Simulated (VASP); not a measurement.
# CuAs (P6_3/mmc) in VASP: further runs, part 2 of 4

VASP 6.6.1. Earlier steps stand in the parts before.

### Step 3. Single point, LDA (volume 13.824 Å^3 an atom, c/a of the conventional cell 1.1385)

INCAR reads:

```
PREC = Accurate
ENCUT = 520
EDIFF = 1E-6
ISMEAR = 0
SIGMA = 0.15
LREAL = False
LASPH = True
NELM = 80
ALGO = Normal
ISIF = 2
LWAVE = False
LCHARG = True
GGA = CA
LELF = True
LVHAR = True
NBANDS = 24
```

KPOINTS reads:

```
regular mesh
0
Gamma
  15 15 10
```

POSCAR reads:

```
CuAs
1.0
    3.8277481031      0.0000000000      0.0000000000
   -1.9138740515      3.3149270965      0.0000000000
    0.0000000000      0.0000000000      4.3578912153
Cu As
2 2
Direct
    0.0000000000      0.0000000000      0.5000000000
    0.0000000000      0.0000000000      0.0000000000
    0.6666666667      0.3333333333      0.7500000000
    0.3333333333      0.6666666667      0.2500000000
```

Potentials or basis: VASP PAW LDA potentials, release 64 (Cu, As).

Started as:

```
cat potpaw_LDA.64/Cu/POTCAR potpaw_LDA.64/As/POTCAR > POTCAR
mpirun -np 1 vasp_std > vasp.out
```

OUTCAR:

```text
PREC = Accurate
   ENCUT = 520
   EDIFF = 1E-6
   ISMEAR = 0
   LREAL = False
   LASPH = True
   NELM = 80
   ISIF = 2
   GGA = CA

 ion  position               nearest neighbor table
   1  0.000  0.000  0.500-   2 2.18   2 2.18   4 2.46   3 2.46   4 2.46   3 2.46   3 2.46   4 2.46

   2  0.000  0.000  0.000-   1 2.18   1 2.18   4 2.46   3 2.46   4 2.46   3 2.46   3 2.46   4 2.46

   3  0.667  0.333  0.750-   1 2.46   2 2.46   1 2.46   2 2.46   1 2.46   2 2.46
   4  0.333  0.667  0.250-   1 2.46   2 2.46   1 2.46   2 2.46   1 2.46   2 2.46

  LATTYP: Found a hexagonal cell.
 ALAT       =     3.8277481031
 C/A-ratio  =     1.1385000000

  Lattice vectors:

 A1 = (   3.8277481031,   0.0000000000,   0.0000000000)
 A2 = (  -1.9138740515,   3.3149270965,   0.0000000000)
 A3 = (   0.0000000000,   0.0000000000,   4.3578912153)

Analysis of symmetry for initial positions (statically):
=====================================================================
 Subroutine PRICEL returns:
 Original cell was already a primitive cell.

 Routine SETGRP: Setting up the symmetry group for a
 hexagonal supercell.

 Subroutine GETGRP returns: Found 24 space group operations
 (whereof 12 operations were pure point group operations)
 out of a pool of 24 trial point group operations.

The static configuration has the point symmetry D_3d.
 The point group associated with its full space group is D_6h.

Analysis of symmetry for dynamics (positions and initial velocities):
=====================================================================
 Subroutine PRICEL returns:
 Original cell was already a primitive cell.

 Routine SETGRP: Setting up the symmetry group for a
 hexagonal supercell.

 Subroutine GETGRP returns: Found 24 space group operations
 (whereof 12 operations were pure point group operations)
 out of a pool of 24 trial point group operations.

The dynamic configuration has the point symmetry D_3d.
 The point group associated with its full space group is D_6h.

 Subroutine INISYM returns: Found 24 space group operations
 (whereof 12 operations are pure point group operations),
 and found     1 'primitive' translations

----------------------------------------------------------------------------------------

                                     Primitive cell

  volume of cell :      55.2960

  direct lattice vectors                    reciprocal lattice vectors
     3.827748103  0.000000000  0.000000000     0.261250211  0.150832880  0.000000000
    -1.913874051  3.314927096  0.000000000     0.000000000  0.301665759  0.000000000
     0.000000000  0.000000000  4.357891215     0.000000000  0.000000000  0.229468784

  length of vectors
     3.827748103  3.827748103  4.357891215     0.301665759  0.301665759  0.229468784

  position of ions in fractional coordinates (direct lattice)
     0.000000000  0.000000000  0.500000000
     0.000000000  0.000000000  0.000000000
     0.666666667  0.333333333  0.750000000
     0.333333333  0.666666667  0.250000000

  ion indices of the primitive-cell ions
   primitive index   ion index
                 1           1
                 2           2
                 3           3
                 4           4

----------------------------------------------------------------------------------------

 KPOINTS: regular mesh

Automatic generation of k-mesh.
 Grid dimensions read from file:
 generate k-points for:   15   15   10

 Generating k-lattice:

  Cartesian coordinates                     Fractional coordinates (reciprocal lattice)
     0.017416681  0.010055525  0.000000000     0.066666667  0.000000000  0.000000000
     0.000000000  0.020111051  0.000000000     0.000000000  0.066666667  0.000000000
     0.000000000  0.000000000  0.022946878     0.000000000  0.000000000  0.100000000

  Length of vectors
     0.020111051  0.020111051  0.022946878

  Shift w.r.t. Gamma in fractional coordinates (k-lattice)
     0.000000000  0.000000000  0.000000000

 Subroutine IBZKPT returns following result:
 ===========================================

 Found    162 irreducible k-points:

 Following reciprocal coordinates:
            Coordinates               Weight
  0.000000  0.000000  0.000000      1.000000
  0.066667  0.000000  0.000000      6.000000
  0.133333  0.000000  0.000000      6.000000
  0.200000  0.000000  0.000000      6.000000
  0.266667  0.000000  0.000000      6.000000
  0.333333  0.000000  0.000000      6.000000
[... 16 lines left out ...]
  0.333333  0.200000  0.000000     12.000000
  0.400000  0.200000  0.000000      6.000000
 [... further k-points ...]
   k-points           NKPTS =    162   k-points in BZ     NKDIM =    162   number of bands    NBANDS=     24
   number of dos      NEDOS =    301   number of ions     NIONS =      4
   total plane-waves  NPLWV =  25088
   dimension x,y,z NGX =    28 NGY =   28 NGZ =   32
   dimension x,y,z NGXF=    56 NGYF=   56 NGZF=   64
   ions per type =               2   2
   NGX,Y,Z   is equivalent  to a cutoff of  12.16, 12.16, 12.21 a.u.
   NGXF,Y,Z  is equivalent  to a cutoff of  24.32, 24.32, 24.41 a.u.
 SYSTEM =  unknown system
   PREC   = accura    normal or accurate (medium, high low for compatibility)
   ISTART =      0    job   : 0-new  1-cont  2-samecut
   ICHARG =      2    charge: 1-file 2-atom 10-const
   ISPIN  =      1    spin polarized calculation?
   LNONCOLLINEAR =      F non collinear calculations
   LSORBIT =      F    spin-orbit coupling
   LASPH  =      T    aspherical Exc in radial PAW
   ENCUT  =  520.0 eV  38.22 Ry    6.18 a.u.   7.12  7.12  8.10*2*pi/ulx,y,z
   NELM   =     80;   NELMIN=  2; NELMDL= -5     # of ELM steps
   EDIFF  = 0.1E-05   stopping-criterion for ELM
   LREAL  =      F    real-space projection
   EDIFFG = 0.1E-04   stopping-criterion for IOM
   NSW    =      0    number of steps for IOM
   IBRION =     -1    ionic relax: 0-MD 1-quasi-New 2-CG
   NFREE  =      0    steps in history (QN), initial steepest desc. (CG)
   ISIF   =      2    stress and relaxation
   ISYM   =      2    0-nonsym 1-usesym 2-fastsym
   POTIM  = 0.5000    time-step for ionic-motion
   TEBEG  =    0.0;   TEEND  =   0.0 temperature during run
   PSTRESS=    0.0 pullay stress
   NELECT =      32.0000    total number of electrons
   NUPDOWN=      -1.0000    fix difference up-down
   EMIN   =  10.00;   EMAX   =-10.00  energy-range for DOS
   EFERMI =   0.00;   METHOD = LEGACY
   ISMEAR =     0;   SIGMA  =   0.15  broadening in eV -4-tet -1-fermi 0-gaus
   EFERMI_NEDOS =   21; number of points for ismear=-14 and -15
   IALGO  =     38    algorithm
   IMIX   =      4    mixing-type and parameters
     AMIX     =   0.40;   BMIX     =  1.00
     AMIX_MAG =   1.60;   BMIX_MAG =  1.00
  volume/ion in A,a.u.               =      13.82        93.29
  Fermi-wavevector in a.u.,A,eV,Ry     =   1.364249  2.578056 25.322821  1.861175
  Thomas-Fermi vector in A             =   2.490581
   LORBIT       =      0    0 simple, 1 ext, 2 COOP (PROOUT), +10 PAW based schemes
   GGA     = CA    functional components
   LHFCALC =     F    Hartree Fock is set to
   AEXX    =    0.0000 exact exchange contribution
   IVDW    =     0    specifies the selected vdW correction
   LEPSILON=     F    determine dielectric tensor
   LRPA    =     F    only Hartree local field effects (RPA)
 non-spin polarized calculation
 Gauss-broadening in eV      SIGMA  =   0.15
  energy-cutoff  :      520.00
  volume of cell :       55.30
 maximum number of plane-waves:      1518
   NGX = 15   NGY = 15   NGZ = 17

 number of electron      31.9999975 magnetization

 Free energy of the ion-electron system (eV)
  ---------------------------------------------------
  ext. energy  EPLUGINS =         0.00000000
  ---------------------------------------------------
  free energy    TOTEN  =       -19.58679899 eV

  energy without entropy =      -19.56878774  energy(sigma->0) =      -19.57779336

 E-fermi :   8.3858     XC(G=0): -12.1621

 val. band max:        8.3819429966   @ k =   0.2667   0.2667   0.0000
 cond. band min:       8.4237487133   @ k =   0.3333   0.0000   0.4000
 fundamental gap:      0.0418057167
 Fermi energy:         8.3858073989

 k-point     1 :       0.0000    0.0000    0.0000
  band No.  band energies     occupation
      1      -6.4877      2.00000
      2      -1.1481      2.00000
      3       1.7939      2.00000
      4       2.3293      2.00000
      5       2.3293      2.00000
      6       2.4144      2.00000
[... 637 lines left out ...]
     23      17.4256      0.00000
     24      18.2854      0.00000

 [... further k-points ...]
[... 5 lines left out ...]
  --------------------------------------------------------------------------------------
  -------------------------------------------------------------------------------------
  Total        2.4615269      2.4615269     11.3258429      0.0000000     -0.0000000     -0.0000000
  in kB       71.3216605     71.3216605    328.1613282      0.0000000     -0.0000000     -0.0000000
  external PRESSURE =     156.9348831 kB  Pullay stress =       0.0000000 kB

 VOLUME and BASIS-vectors are now :
 -----------------------------------------------------------------------------
  energy-cutoff  :      520.00
  volume of cell :       55.30
      direct lattice vectors                 reciprocal lattice vectors
     3.827748103  0.000000000  0.000000000     0.261250211  0.150832880  0.000000000
    -1.913874051  3.314927096  0.000000000     0.000000000  0.301665759  0.000000000
     0.000000000  0.000000000  4.357891215     0.000000000  0.000000000  0.229468784

 POSITION                                       TOTAL-FORCE (eV/Angst)
 -----------------------------------------------------------------------------------
      0.00000      0.00000      2.17895        -0.000000      0.000000      0.000000
      0.00000      0.00000      0.00000        -0.000000      0.000000      0.000000
      1.91387      1.10498      3.26842         0.000000     -0.000000      0.000000
     -0.00000      2.20995      1.08947        -0.000000      0.000000      0.000000
 -----------------------------------------------------------------------------------
    total drift:                               -0.000000      0.000000      0.000000

  FREE ENERGIE OF THE ION-ELECTRON SYSTEM (eV)
  ---------------------------------------------------
  free  energy   TOTEN  =       -19.5867989896 eV

  energy  without entropy=      -19.5687877357  energy(sigma->0) =      -19.57779336
```

stdout:

```text
POSCAR found type information on POSCAR CuAs
 POSCAR found :  2 types and       4 ions
 scaLAPACK will be used
 LDA part: xc-table for (Slater(with rela. corr.)+CA(PZ))
 , standard interpolation
 POSCAR, INCAR and KPOINTS ok, starting setup
 FFT: planning ... GRIDC
 FFT: planning ... GRID_SOFT
 FFT: planning ... GRID
 WAVECAR not read
 entering main loop
```

It took 4.1 min on 1 thread of Intel Xeon Platinum 8175M at 2.50GHz (Skylake/Cascade Lake), shared host; peak memory 0.29 GiB.

Results:

```yaml
Free_energy: -19.5868 eV
Pressure: 15.7 GPa
Band_gap_on_the_k_mesh: zero (band 16 reaches 9.21 eV, above the bottom of band 17 at 7.51 eV)
```

[end of part 2 of 4]
